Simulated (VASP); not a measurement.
# Sb (I4/mmm) in VASP: notebook

The runs below take Sb through electric field gradients, with PBEsol.

All numbers are computed with VASP 6.6.1; they aren't measurements. Logs are shortened: lines on timing, memory, paths and dates and some standing lists are left out, and cuts for length are marked.

## 1. The cell of the first run

The structure is tetragonal, space group I4/mmm (No. 139). Conventional cell: a = 2.959 Å, b = 2.959 Å, c = 4.876 Å, α = 90.00°, β = 90.00°, γ = 90.00°. Sb (site symmetry 4/mmm) has 12 Sb at 2.96 to 3.21 Å within 3.9 Å.

## 2. Electric field gradients, PBEsol (volume scaled by 0.95)

INCAR

```
PREC = Accurate
ENCUT = 520
EDIFF = 1E-8
ISMEAR = -1
SIGMA = 0.05
LREAL = F
LASPH = T
NELM = 60
ALGO = Normal
ISIF = 2
LWAVE = F
LCHARG = F
GGA = PS
LEFG = T
NBANDS = 8
```

KPOINTS

```
Automatic mesh
0
Gamma
  19 19 19
```

POSCAR

```
Sb
1.0
   -1.4794865966      1.4794865966      2.4379579798
    1.4794865966     -1.4794865966      2.4379579798
    1.4794865966      1.4794865966     -2.4379579798
Sb
1
Direct
    0.0000000000      0.0000000000      0.0000000000
```

Potentials or basis: VASP PAW PBE potentials, release 64 (Sb).

Started as:

```sh
$ cat potpaw_PBE.64/Sb/POTCAR > POTCAR
$ mpirun -np 1 vasp_std > vasp.out
```

OUTCAR:

```text
PREC = Accurate
   ENCUT = 520
   EDIFF = 1E-8
   ISMEAR = -1
   LREAL = F
   LASPH = T
   NELM = 60
   ISIF = 2
   GGA = PS

 ion  position               nearest neighbor table
   1  0.000  0.000  0.000-

  LATTYP: Found a body centered tetragonal cell.
 ALAT       =     2.9589731932
 C/A-ratio  =     1.6478405316

  Lattice vectors:

 A1 = (  -1.4794865966,   1.4794865966,   2.4379579798)
 A2 = (   1.4794865966,  -1.4794865966,   2.4379579798)
 A3 = (   1.4794865966,   1.4794865966,  -2.4379579798)

Analysis of symmetry for initial positions (statically):
=====================================================================
 Subroutine PRICEL returns:
 Original cell was already a primitive cell.

 Routine SETGRP: Setting up the symmetry group for a
 body centered tetragonal supercell.

 Subroutine GETGRP returns: Found 16 space group operations
 (whereof 16 operations were pure point group operations)
 out of a pool of 16 trial point group operations.

The static configuration has the point symmetry D_4h.

Analysis of symmetry for dynamics (positions and initial velocities):
=====================================================================
 Subroutine PRICEL returns:
 Original cell was already a primitive cell.

 Routine SETGRP: Setting up the symmetry group for a
 body centered tetragonal supercell.

 Subroutine GETGRP returns: Found 16 space group operations
 (whereof 16 operations were pure point group operations)
 out of a pool of 16 trial point group operations.

The dynamic configuration has the point symmetry D_4h.

 Subroutine INISYM returns: Found 16 space group operations
 (whereof 16 operations are pure point group operations),
 and found     1 'primitive' translations

----------------------------------------------------------------------------------------

                                     Primitive cell

  volume of cell :      21.3456

  direct lattice vectors                    reciprocal lattice vectors
    -1.479486597  1.479486597  2.437957980     0.000000000  0.337955072  0.205089671
     1.479486597 -1.479486597  2.437957980     0.337955072  0.000000000  0.205089671
     1.479486597  1.479486597 -2.437957980     0.337955072  0.337955072  0.000000000

  length of vectors
     3.212693619  3.212693619  3.212693619     0.395316840  0.395316840  0.477940647

  position of ions in fractional coordinates (direct lattice)
     0.000000000  0.000000000  0.000000000

  ion indices of the primitive-cell ions
   primitive index   ion index
                 1           1

----------------------------------------------------------------------------------------

 KPOINTS: Automatic mesh

Automatic generation of k-mesh.
 Grid dimensions read from file:
 generate k-points for:   19   19   19

 Generating k-lattice:

  Cartesian coordinates                     Fractional coordinates (reciprocal lattice)
     0.000000000  0.017787109  0.010794193     0.052631579  0.000000000 -0.000000000
     0.017787109  0.000000000  0.010794193     0.000000000  0.052631579 -0.000000000
     0.017787109  0.017787109  0.000000000     0.000000000  0.000000000  0.052631579

  Length of vectors
     0.020806149  0.020806149  0.025154771

  Shift w.r.t. Gamma in fractional coordinates (k-lattice)
     0.000000000  0.000000000  0.000000000

 Subroutine IBZKPT returns following result:
 ===========================================

 Found    550 irreducible k-points:

 Following reciprocal coordinates:
            Coordinates               Weight
  0.000000  0.000000  0.000000      1.000000
  0.052632 -0.000000  0.000000      8.000000
  0.105263 -0.000000  0.000000      8.000000
  0.157895  0.000000  0.000000      8.000000
  0.210526  0.000000 -0.000000      8.000000
  0.263158  0.000000 -0.000000      8.000000
[... 16 lines left out ...]
 -0.315789  0.052632 -0.000000     16.000000
 -0.263158  0.052632  0.000000     16.000000
 [... further k-points ...]
   k-points           NKPTS =    550   k-points in BZ     NKDIM =    550   number of bands    NBANDS=      8
   number of dos      NEDOS =    301   number of ions     NIONS =      1
   total plane-waves  NPLWV =  13824
   dimension x,y,z NGX =    24 NGY =   24 NGZ =   24
   dimension x,y,z NGXF=    48 NGYF=   48 NGZF=   48
   ions per type =               1
   NGX,Y,Z   is equivalent  to a cutoff of  12.42, 12.42, 12.42 a.u.
   NGXF,Y,Z  is equivalent  to a cutoff of  24.84, 24.84, 24.84 a.u.
 SYSTEM =  unknown system
   PREC   = accura    normal or accurate (medium, high low for compatibility)
   ISTART =      0    job   : 0-new  1-cont  2-samecut
   ICHARG =      2    charge: 1-file 2-atom 10-const
   ISPIN  =      1    spin polarized calculation?
   LNONCOLLINEAR =      F non collinear calculations
   LSORBIT =      F    spin-orbit coupling
   LASPH  =      T    aspherical Exc in radial PAW
   ENCUT  =  520.0 eV  38.22 Ry    6.18 a.u.   5.97  5.97  5.97*2*pi/ulx,y,z
   NELM   =     60;   NELMIN=  2; NELMDL= -5     # of ELM steps
   EDIFF  = 0.1E-07   stopping-criterion for ELM
   LREAL  =      F    real-space projection
   EDIFFG = 0.1E-06   stopping-criterion for IOM
   NSW    =      0    number of steps for IOM
   IBRION =     -1    ionic relax: 0-MD 1-quasi-New 2-CG
   NFREE  =      0    steps in history (QN), initial steepest desc. (CG)
   ISIF   =      2    stress and relaxation
   ISYM   =      2    0-nonsym 1-usesym 2-fastsym
   POTIM  = 0.5000    time-step for ionic-motion
   TEBEG  =    0.0;   TEEND  =   0.0 temperature during run
   PSTRESS=    0.0 pullay stress
   NELECT =       5.0000    total number of electrons
   NUPDOWN=      -1.0000    fix difference up-down
   EMIN   =  10.00;   EMAX   =-10.00  energy-range for DOS
   EFERMI =   0.00;   METHOD = LEGACY
   ISMEAR =    -1;   SIGMA  =   0.05  broadening in eV -4-tet -1-fermi 0-gaus
   EFERMI_NEDOS =   21; number of points for ismear=-14 and -15
   IALGO  =     38    algorithm
   IMIX   =      4    mixing-type and parameters
     AMIX     =   0.40;   BMIX     =  1.00
     AMIX_MAG =   1.60;   BMIX_MAG =  1.00
  volume/ion in A,a.u.               =      21.35       144.05
  Fermi-wavevector in a.u.,A,eV,Ry     =   1.009165  1.907045 13.856357  1.018413
  Thomas-Fermi vector in A             =   2.142076
   LORBIT       =      0    0 simple, 1 ext, 2 COOP (PROOUT), +10 PAW based schemes
   GGA     = PS    functional components
   LHFCALC =     F    Hartree Fock is set to
   AEXX    =    0.0000 exact exchange contribution
   IVDW    =     0    specifies the selected vdW correction
   LEPSILON=     F    determine dielectric tensor
   LRPA    =     F    only Hartree local field effects (RPA)
 non-spin polarized calculation
  energy-cutoff  :      520.00
  volume of cell :       21.35
 maximum number of plane-waves:       605
   NGX = 11   NGY = 11   NGZ = 11

 number of electron       4.9999999 magnetization

 Free energy of the ion-electron system (eV)
  ---------------------------------------------------
  ext. energy  EPLUGINS =         0.00000000
  ---------------------------------------------------
  free energy    TOTEN  =        -4.02127451 eV

  energy without entropy =       -4.01715505  energy(sigma->0) =       -4.01921478

 E-fermi :  11.7949     XC(G=0): -11.3628

 val. band max:       11.7918053597   @ k =   0.3684   0.2105   0.1579
 cond. band min:      11.8280026221   @ k =  -0.4211   0.4737   0.4211
 fundamental gap:      0.0361972624
 Fermi energy:        11.7948999026

 k-point     1 :       0.0000    0.0000    0.0000
  band No.  band energies     occupation
      1      -3.2828      2.00000
      2      18.7409      0.00000
      3      18.9406      0.00000
      4      18.9406      0.00000
      5      22.1268      0.00000
      6      22.1749      0.00000
      7      23.1261      0.00000
      8      23.1261      0.00000

 k-point     2 :       0.0526   -0.0000    0.0000
  band No.  band energies     occupation
      1      -3.2144      2.00000
      2      18.1031      0.00000
      3      18.5708      0.00000
      4      18.8951      0.00000
      5      21.5843      0.00000
      6      22.4770      0.00000
      7      23.2617      0.00000
      8      23.3028      0.00000

 k-point     3 :       0.1053   -0.0000    0.0000
  band No.  band energies     occupation
      1      -3.0093      2.00000
      2      16.4104      0.00000
      3      18.0218      0.00000
      4      18.7794      0.00000
      5      21.1562      0.00000
      6      22.2655      0.00000
      7      23.6051      0.00000
      8      23.6426      0.00000
[... 210 lines left out ...]
 k-point    23 :      -0.3158    0.0526   -0.0000
  band No.  band energies     occupation
      1      -0.9814      2.00000
      2       9.2962      2.00000
      3      15.3260      0.00000
      4      18.1071      0.00000
      5      19.9691      0.00000
      6      22.0147      0.00000
      7      23.5120      0.00000
      8      25.2447      0.00000

 k-point    24 :      -0.2632    0.0526    0.0000
  band No.  band energies     occupation
      1      -1.6905      2.00000
      2      11.1318      2.00000
      3      15.8481      0.00000
      4      18.2092      0.00000
      5      20.3226      0.00000
      6      22.2578      0.00000
      7      23.9146      0.00000
      8      24.5677      0.00000

 [... further k-points ...]
[... 5 lines left out ...]
  --------------------------------------------------------------------------------------
  -------------------------------------------------------------------------------------
  Total        3.1957943      3.1957943      2.7628188      0.0000000     -0.0000000      0.0000000
  in kB      239.8728660    239.8728660    207.3741912      0.0000000     -0.0000000      0.0000000
  external PRESSURE =     229.0399744 kB  Pullay stress =       0.0000000 kB

 VOLUME and BASIS-vectors are now :
 -----------------------------------------------------------------------------
  energy-cutoff  :      520.00
  volume of cell :       21.35
      direct lattice vectors                 reciprocal lattice vectors
    -1.479486597  1.479486597  2.437957980     0.000000000  0.337955072  0.205089671
     1.479486597 -1.479486597  2.437957980     0.337955072  0.000000000  0.205089671
     1.479486597  1.479486597 -2.437957980     0.337955072  0.337955072  0.000000000

 POSITION                                       TOTAL-FORCE (eV/Angst)
 -----------------------------------------------------------------------------------
      0.00000      0.00000      0.00000         0.000000     -0.000000      0.000000
 -----------------------------------------------------------------------------------
    total drift:                                0.000000     -0.000000     -0.000000

  FREE ENERGIE OF THE ION-ELECTRON SYSTEM (eV)
  ---------------------------------------------------
  free  energy   TOTEN  =        -4.0212745126 eV

  energy  without entropy=       -4.0171550524  energy(sigma->0) =       -4.01921478

 Electric field gradients (V/A^2)
---------------------------------------------------------------------
 ion       V_xx      V_yy      V_zz      V_xy      V_xz      V_yz
---------------------------------------------------------------------
   1     -18.579   -18.579    37.158    -0.000    -0.000    -0.000
---------------------------------------------------------------------

 Electric field gradients after diagonalization (V/A^2)
 (convention: |V_zz| > |V_xx| > |V_yy|)
----------------------------------------------------------------------
 ion       V_xx      V_yy      V_zz     asymmetry (V_yy - V_xx)/ V_zz
----------------------------------------------------------------------
   1     -18.579   -18.579    37.158       0.000
----------------------------------------------------------------------

           NMR quadrupolar parameters

 Cq : quadrupolar parameter    Cq=e*Q*V_zz/h
 eta: asymmetry parameters     (V_yy - V_xx)/ V_zz
 Q  : nuclear electric quadrupole moment in mb (millibarn)
----------------------------------------------------------------------
 ion       Cq(MHz)       eta       Q (mb)
----------------------------------------------------------------------
   1       0.090       0.000       1.000
----------------------------------------------------------------------
```

Wall time 32 s (1 thread of Intel Xeon Platinum 8488C (Sapphire Rapids), shared host); peak memory 0.21 GiB.

Results:

- Free energy: -4.0213 eV
- Pressure: 22.9 GPa

Levels at points of the mesh, in eV from the Fermi level:
```
           k point  band 1  band 2  band 3  band 4  band 5  band 6
(0.00, 0.00, 0.00)  -15.08    6.95    7.15    7.15   10.33   10.38
```

Electric field gradients, principal values (V/Å²):
| atom | least | middle | greatest (by size) |
| --- | --- | --- | --- |
| 1 Sb | -18.579 | -18.579 | 37.158 |

Caveat: without QUAD_EFG the Cq values of the log hold for a quadrupole moment of 1 mb, not for the nuclei; the PAW data sets were made with another functional, which shifts forces and pressure a little; spin-orbit coupling is left out, which moves the levels of the heavy elements.

## 3. Electric field gradients, PBEsol (volume scaled by 0.96)

INCAR is that of step 2.

KPOINTS is that of step 2.

POSCAR

```
Sb
1.0
   -1.4846596688      1.4846596688      2.4464823777
    1.4846596688     -1.4846596688      2.4464823777
    1.4846596688      1.4846596688     -2.4464823777
Sb
1
Direct
    0.0000000000      0.0000000000      0.0000000000
```

Potentials or basis: VASP PAW PBE potentials, release 64 (Sb).

Started as:

```sh
$ cat potpaw_PBE.64/Sb/POTCAR > POTCAR
$ mpirun -np 1 vasp_std > vasp.out
```

OUTCAR:

```text
PREC = Accurate
   ENCUT = 520
   EDIFF = 1E-8
   ISMEAR = -1
   LREAL = F
   LASPH = T
   NELM = 60
   ISIF = 2
   GGA = PS

 ion  position               nearest neighbor table
   1  0.000  0.000  0.000-

  LATTYP: Found a body centered tetragonal cell.
 ALAT       =     2.9693193376
 C/A-ratio  =     1.6478405315

  Lattice vectors:

 A1 = (  -1.4846596688,   1.4846596688,   2.4464823777)
 A2 = (   1.4846596688,  -1.4846596688,   2.4464823777)
 A3 = (   1.4846596688,   1.4846596688,  -2.4464823777)

[... 467 lines left out ...]
    total drift:                                0.000000     -0.000000      0.000000

  FREE ENERGIE OF THE ION-ELECTRON SYSTEM (eV)
  ---------------------------------------------------
  free  energy   TOTEN  =        -4.0522112770 eV

  energy  without entropy=       -4.0480647955  energy(sigma->0) =       -4.05013804

 Electric field gradients (V/A^2)
---------------------------------------------------------------------
 ion       V_xx      V_yy      V_zz      V_xy      V_xz      V_yz
---------------------------------------------------------------------
   1     -18.768   -18.768    37.537    -0.000    -0.000    -0.000
---------------------------------------------------------------------

 Electric field gradients after diagonalization (V/A^2)
 (convention: |V_zz| > |V_xx| > |V_yy|)
----------------------------------------------------------------------
 ion       V_xx      V_yy      V_zz     asymmetry (V_yy - V_xx)/ V_zz
----------------------------------------------------------------------
   1     -18.769   -18.768    37.537       0.000
----------------------------------------------------------------------

           NMR quadrupolar parameters

 Cq : quadrupolar parameter    Cq=e*Q*V_zz/h
 eta: asymmetry parameters     (V_yy - V_xx)/ V_zz
 Q  : nuclear electric quadrupole moment in mb (millibarn)
----------------------------------------------------------------------
 ion       Cq(MHz)       eta       Q (mb)
----------------------------------------------------------------------
   1       0.091       0.000       1.000
----------------------------------------------------------------------
```

OSZICAR:

```text
N       E                     dE             d eps       ncg     rms          rms(c)
DAV:   1     0.508571211621E+01    0.50857E+01   -0.17666E+03  8992   0.421E+02
DAV:   2    -0.397390187360E+01   -0.90596E+01   -0.86198E+01 12176   0.553E+01
DAV:   3    -0.406261318624E+01   -0.88711E-01   -0.88187E-01 10976   0.613E+00
DAV:   4    -0.406281750819E+01   -0.20432E-03   -0.20432E-03 13472   0.343E-01
DAV:   5    -0.406281786701E+01   -0.35882E-06   -0.36093E-06 11328   0.916E-03    0.259E+00
DAV:   6    -0.405619943760E+01    0.66184E-02   -0.73795E-04 12152   0.131E-01    0.154E+00
DAV:   7    -0.405222162709E+01    0.39778E-02   -0.17384E-03 10416   0.200E-01    0.287E-02
DAV:   8    -0.405221175726E+01    0.98698E-05   -0.48973E-05 12416   0.488E-02    0.747E-03
DAV:   9    -0.405221159023E+01    0.16703E-06   -0.86444E-07 12576   0.645E-03    0.350E-03
DAV:  10    -0.405221132263E+01    0.26759E-06   -0.29432E-08 11824   0.105E-03    0.515E-04
DAV:  11    -0.405221129480E+01    0.27836E-07   -0.20075E-09  8928   0.265E-04    0.582E-05
DAV:  12    -0.405221127424E+01    0.20555E-07   -0.87384E-11  5664   0.689E-05    0.201E-05
DAV:  13    -0.405221127697E+01   -0.27274E-08   -0.69533E-12  5032   0.217E-05
   1 F= -.40522113E+01 E0= -.40501380E+01  d E =-.414648E-02
```

stdout:

```text
POSCAR found type information on POSCAR Sb
 POSCAR found :  1 types and       1 ions
 scaLAPACK will be used
 -----------------------------------------------------------------------------
|                                                                             |
|                                                                             |
|     You enforced a specific xc type in the INCAR file but a different       |
|     I HOPE YOU KNOW WHAT YOU ARE DOING!                                     |
|                                                                             |
 -----------------------------------------------------------------------------

 LDA part: xc-table for (Slater+PW92), standard interpolation
 POSCAR, INCAR and KPOINTS ok, starting setup
 FFT: planning ... GRIDC
 FFT: planning ... GRID_SOFT
 FFT: planning ... GRID
 WAVECAR not read
 entering main loop
ion   1
```

Run time: 40 s. Hardware: 1 thread of Intel Xeon Platinum 8488C (Sapphire Rapids), shared host; peak memory 0.21 GiB.

What came out:

* Free energy: -4.0522 eV
* Pressure: 21.2 GPa

Levels at points of the mesh, in eV from the Fermi level:
```csv
k point,band 1,band 2,band 3,band 4,band 5,band 6,band 7
"(0.00, 0.00, 0.00)",-14.97,6.84,7.06,7.06,10.29,10.39,11.29
```

Electric field gradients, principal values (V/Å²):
```
atom    least   middle  greatest (by size)
1 Sb  -18.768  -18.769              37.537
```

Caveat: without QUAD_EFG the Cq values of the log hold for a quadrupole moment of 1 mb, not for the nuclei; the PAW data sets were made with another functional, which shifts forces and pressure a little; spin-orbit coupling is left out, which moves the levels of the heavy elements.

[end of part 1 of 2]
